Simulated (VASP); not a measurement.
A run of VASP 6.6.1:

Contents of INCAR:

```
PREC = Accurate
ENCUT = 520
EDIFF = 1E-7
ISMEAR = 0
SIGMA = 0.1
LREAL = False
LASPH = True
NELM = 60
ALGO = Normal
ISIF = 2
LWAVE = False
LCHARG = True
GGA = PE
LELF = True
LVHAR = True
NBANDS = 38
```

File KPOINTS:

```
Automatic mesh
0
Gamma
  4 4 4
```

POSCAR

```
Ta2Ga3
1.0
    4.4982153400      0.0000000000      0.0000000000
    0.0000000000      4.4982153400      0.0000000000
    0.0000000000      0.0000000000      4.4982153400
Ta Ga
2 3
Direct
    0.0000000000      0.0000000000      0.0000000000
    0.5000000000      0.5000000000      0.5000000000
    0.5000000000      0.0000000000      0.0000000000
    0.0000000000      0.5000000000      0.0000000000
    0.0000000000      0.0000000000      0.5000000000
```

Potentials or basis: VASP PAW PBE potentials, release 64 (Ta_pv, Ga_d).

Launch:

```bash
$ cat potpaw_PBE.64/Ta_pv/POTCAR potpaw_PBE.64/Ga_d/POTCAR > POTCAR
$ mpirun -np 1 vasp_std > vasp.out
```

Hardware: 1 thread of AMD EPYC 7R13 Processor (Zen 3), on a shared host.

How long does it take, and how much memory?

It took 72 s on 1 thread of AMD EPYC 7R13 Processor (Zen 3) (shared host), peak memory 0.18 GiB. Counts: scf iterations 17, k points 10.
